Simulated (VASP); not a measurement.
# Zn (P6_3/mmc) in VASP: relaxation of cell and atoms with LDA

Aim: the relaxation of cell and atoms of Zn with LDA.

All numbers are computed with VASP 6.6.1; they aren't measurements. Logs are shortened: lines on timing, memory, paths and dates and some standing lists are left out, and cuts for length are marked.

### Step 1. The cell of the first run

The structure is hexagonal, space group P6_3/mmc (No. 194). The conventional cell has a = 2.670 Å, b = 2.670 Å, c = 4.966 Å, α = 90.00°, β = 90.00°, γ = 120.00°. Zn (site symmetry -6m2) has 12 Zn at 2.67 to 2.92 Å within 3.5 Å.

### Step 2. Relaxation of cell and atoms, LDA

The input, INCAR:

```
SYSTEM = Zn
PREC = Accurate
ENCUT = 600
EDIFF = 1E-7
ISMEAR = -1
SIGMA = 0.05
LREAL = .False.
LASPH = .True.
NELM = 80
ALGO = Normal
ISIF = 3
LWAVE = .False.
LCHARG = .False.
GGA = CA
IBRION = 2
NSW = 100
EDIFFG = -0.002
```

The input, KPOINTS:

```
Automatic mesh
0
Gamma
  20 20 10
  0 0 0
```

The input, POSCAR:

```
Zn
1.0
    2.6700000000      0.0000000000      0.0000000000
   -1.3350000000      2.3122878281      0.0000000000
    0.0000000000      0.0000000000      4.9660000000
Zn
2
Direct
    0.3333333333      0.6666666667      0.2500000000
    0.6666666667      0.3333333333      0.7500000000
```

Potentials or basis: VASP PAW LDA potentials, release 64 (Zn).

Launch:

```
$ cat potpaw_LDA.64/Zn/POTCAR > POTCAR
$ mpirun -np 1 vasp_std > vasp.out
```

OUTCAR:

```text
SYSTEM = Zn
   PREC = Accurate
   ENCUT = 600
   EDIFF = 1E-7
   ISMEAR = -1
   LREAL = .False.
   LASPH = .True.
   NELM = 80
   ISIF = 3
   GGA = CA
   IBRION = 2
   NSW = 100
   EDIFFG = -0.002

 ion  position               nearest neighbor table
   1  0.333  0.667  0.250-   2 2.92   2 2.92   2 2.92   2 2.92   2 2.92   2 2.92
   2  0.667  0.333  0.750-   1 2.92   1 2.92   1 2.92   1 2.92   1 2.92   1 2.92

  LATTYP: Found a hexagonal cell.
 ALAT       =     2.6700000000
 C/A-ratio  =     1.8599250936

  Lattice vectors:

 A1 = (   2.6700000000,   0.0000000000,   0.0000000000)
 A2 = (  -1.3350000000,   2.3122878281,   0.0000000000)
 A3 = (   0.0000000000,   0.0000000000,   4.9660000000)

Analysis of symmetry for initial positions (statically):
=====================================================================
 Subroutine PRICEL returns:
 Original cell was already a primitive cell.

 Routine SETGRP: Setting up the symmetry group for a
 hexagonal supercell.

 Subroutine GETGRP returns: Found 24 space group operations
 (whereof 12 operations were pure point group operations)
 out of a pool of 24 trial point group operations.

The static configuration has the point symmetry D_3d.
 The point group associated with its full space group is D_6h.

Analysis of symmetry for dynamics (positions and initial velocities):
=====================================================================
 Subroutine PRICEL returns:
 Original cell was already a primitive cell.

 Routine SETGRP: Setting up the symmetry group for a
 hexagonal supercell.

 Subroutine GETGRP returns: Found 24 space group operations
 (whereof 12 operations were pure point group operations)
 out of a pool of 24 trial point group operations.

The dynamic configuration has the point symmetry D_3d.
 The point group associated with its full space group is D_6h.

 Subroutine INISYM returns: Found 24 space group operations
 (whereof 12 operations are pure point group operations),
 and found     1 'primitive' translations

----------------------------------------------------------------------------------------

                                     Primitive cell

  volume of cell :      30.6591

[... 109 lines left out ...]
  volume/ion in A,a.u.               =      15.33       103.45
  Fermi-wavevector in a.u.,A,eV,Ry     =   1.508778  2.851177 30.972445  2.276410
  Thomas-Fermi vector in A             =   2.619187
   LORBIT       =      0    0 simple, 1 ext, 2 COOP (PROOUT), +10 PAW based schemes
   GGA     = CA    functional components
   LHFCALC =     F    Hartree Fock is set to
   AEXX    =    0.0000 exact exchange contribution
   IVDW    =     0    specifies the selected vdW correction
   LEPSILON=     F    determine dielectric tensor
   LRPA    =     F    only Hartree local field effects (RPA)
 conjugate gradient relaxation of ions
 non-spin polarized calculation
  energy-cutoff  :      600.00
  volume of cell :       30.66
 maximum number of plane-waves:      1064
 NGX is ok and might be reduce to    24
   NGX = 11   NGY = 11   NGZ = 19

--------------------------------------- Ionic step        1  -------------------------------------------

 number of electron      24.0000003 magnetization

 Free energy of the ion-electron system (eV)
  ---------------------------------------------------
  ext. energy  EPLUGINS =         0.00000000
  ---------------------------------------------------
  free energy    TOTEN  =        -3.64860609 eV

  energy without entropy =       -3.64443350  energy(sigma->0) =       -3.64651980

------------------------ aborting loop because EDIFF is reached ----------------------------------------

  FORCE on cell =-STRESS in cart. coord.  units (eV):
  Direction    XX          YY          ZZ          XY          YZ          ZX
  --------------------------------------------------------------------------------------
  -------------------------------------------------------------------------------------
  Total       -1.9166016     -1.9166016     -1.2328507      0.0000000      0.0000000      0.0000000
  in kB     -100.1572883   -100.1572883    -64.4260064      0.0000000      0.0000000      0.0000000
  external PRESSURE =     -88.2468610 kB  Pullay stress =       0.0000000 kB
[... 89 lines left out ...]
  FREE ENERGIE OF THE ION-ELECTRON SYSTEM (eV)
  ---------------------------------------------------
  free  energy   TOTEN  =        -3.7506127165 eV

  energy  without entropy=       -3.7470270570  energy(sigma->0) =       -3.74881989

[... ionic steps 4 to 12 ...]

--------------------------------------- Ionic step       13  -------------------------------------------

 number of electron      23.9999977 magnetization

------------------------ aborting loop because EDIFF is reached ----------------------------------------
[... 67 lines left out ...]
--------------------------------------- Ionic step       15  -------------------------------------------

 number of electron      23.9999977 magnetization

 Free energy of the ion-electron system (eV)
  ---------------------------------------------------
  ext. energy  EPLUGINS =         0.00000000
  ---------------------------------------------------
  free energy    TOTEN  =        -3.75062275 eV

  energy without entropy =       -3.74712717  energy(sigma->0) =       -3.74887496

 E-fermi :   3.5937     XC(G=0): -12.4265

 val. band max:        3.5778453768   @ k =   0.1500   0.0000   0.2000
 cond. band min:       3.6064727503   @ k =   0.3500   0.3000   0.2000
 fundamental gap:      0.0286273735
 Fermi energy:         3.5936557401

 k-point     1 :       0.0000    0.0000    0.0000
  band No.  band energies     occupation
      1      -7.5996      2.00000
      2      -5.5769      2.00000
      3      -4.7159      2.00000
      4      -4.4141      2.00000
      5      -4.4141      2.00000
      6      -4.3582      2.00000
[... 433 lines left out ...]
      3      -4.7399      2.00000
      4      -4.4705      2.00000
      5      -4.4510      2.00000
      6      -4.3111      2.00000
[... 8 lines left out ...]
     15      13.4377      0.00000
     16      15.0096      0.00000

 [... further k-points ...]

------------------------ aborting loop because EDIFF is reached ----------------------------------------

  FORCE on cell =-STRESS in cart. coord.  units (eV):
  Direction    XX          YY          ZZ          XY          YZ          ZX
  --------------------------------------------------------------------------------------
  -------------------------------------------------------------------------------------
  Total       -0.0038568     -0.0038568      0.0030319     -0.0000000     -0.0000000      0.0000000
  in kB       -0.2246699     -0.2246699      0.1766157     -0.0000000     -0.0000000      0.0000000
  external PRESSURE =      -0.0909080 kB  Pullay stress =       0.0000000 kB
[... 17 lines left out ...]
  FREE ENERGIE OF THE ION-ELECTRON SYSTEM (eV)
  ---------------------------------------------------
  free  energy   TOTEN  =        -3.7506227474 eV

  energy  without entropy=       -3.7471271675  energy(sigma->0) =       -3.74887496

 reached required accuracy - stopping structural energy minimisation
```

OSZICAR:

```text
N       E                     dE             d eps       ncg     rms          rms(c)
DAV:   1     0.102187073532E+03    0.10219E+03   -0.13963E+04  8600   0.260E+03
DAV:   2    -0.835509861851E+00   -0.10302E+03   -0.10164E+03  8624   0.319E+02
[... 103 lines left out ...]
  14 F= -.37506224E+01 E0= -.37488723E+01  d E =-.410393E-06
       N       E                     dE             d eps       ncg     rms          rms(c)
DAV:   1    -0.375062722290E+01   -0.47425E-05   -0.55741E-05  9384   0.138E-01    0.146E-02
DAV:   2    -0.375062345665E+01    0.37662E-05   -0.14190E-05  9168   0.860E-02    0.542E-03
DAV:   3    -0.375062294548E+01    0.51117E-06   -0.35917E-07  8904   0.105E-02    0.291E-03
DAV:   4    -0.375062274322E+01    0.20226E-06   -0.98616E-08  6976   0.652E-03    0.225E-04
DAV:   5    -0.375062274737E+01   -0.41537E-08   -0.46606E-08  4320   0.272E-03
  15 F= -.37506227E+01 E0= -.37488750E+01  d E =-.726739E-06
```

CONTCAR:

```text
Zn
   1.00000000000000
     2.5609973466258422   -0.0000000000000000   -0.0000000000000000
    -1.2804986733129211    2.2178887611986111    0.0000000000000000
    -0.0000000000000000    0.0000000000000000    4.8422238579789472
  Zn
     2
Direct
     0.3333333332999970    0.6666666667000030    0.2500000000000000
     0.6666666667000030    0.3333333332999970    0.7500000000000000

  0.00000000E+00  0.00000000E+00  0.00000000E+00
  0.00000000E+00  0.00000000E+00  0.00000000E+00
```

Run time: 4.4 min. Hardware: 1 thread of Intel Xeon 6975P-C (Granite Rapids), shared host; peak memory 0.26 GiB.

What came out:

| Property | Result |
| --- | --- |
| Free energy | -3.7506 eV |
| Relaxed volume | 13.75 Å³/atom |
| Relaxed cell | a = 2.561 Å, b = 2.561 Å, c = 4.842 Å, α = 90.00°, β = 90.00°, γ = 120.00° |
| Space group after relaxing (to 0.1 Å) | P6_3/mmc (No. 194) |
| Energy gained by relaxing | 51.0 meV/atom |
| Ionic steps | 15 |
| Pressure after relaxing | 0.0 GPa |
| Band gap on the k mesh | zero (bands 12 and 13 overlap by 4.60 eV) |

The path:
| step | energy change (eV) | largest force (eV/Å) | pressure (GPa) | volume (Å³) |
| --- | --- | --- | --- | --- |
| 1 | 0.0000 | 0.0000 | -8.82 | 30.66 |
| 2 | -0.0996 | 0.0000 | 1.78 | 27.06 |
| 3 | -0.1020 | 0.0000 | 0.06 | 27.48 |
| 4 | -0.1020 | 0.0000 | -0.21 | 27.54 |
| 5 | -0.1020 | 0.0000 | -0.20 | 27.54 |
| 6 | -0.1020 | 0.0000 | -0.19 | 27.55 |
| 7 | -0.1020 | 0.0000 | -0.18 | 27.54 |
| 8 | -0.1020 | 0.0000 | -0.14 | 27.53 |
| 9 | -0.1020 | 0.0000 | -0.06 | 27.52 |
| 10 | -0.1020 | 0.0000 | 0.08 | 27.48 |
| 11 | -0.1020 | 0.0000 | 0.01 | 27.50 |
| 12 | -0.1020 | 0.0000 | 0.02 | 27.50 |
| 13 | -0.1020 | 0.0000 | 0.00 | 27.50 |
| 14 | -0.1020 | 0.0000 | 0.00 | 27.50 |
| 15 | -0.1020 | 0.0000 | -0.01 | 27.50 |

Final structure:
```xyz
2
Lattice="2.5610 0.0000 0.0000 -1.2805 2.2179 0.0000 0.0000 0.0000 4.8422" Properties=species:S:1:pos:R:3 pbc="T T T"
Zn    0.0000    1.4786    1.2106
Zn    1.2805    0.7393    3.6317
```

The gap in the log of VASP goes by the Fermi energy; the results here count the filled bands.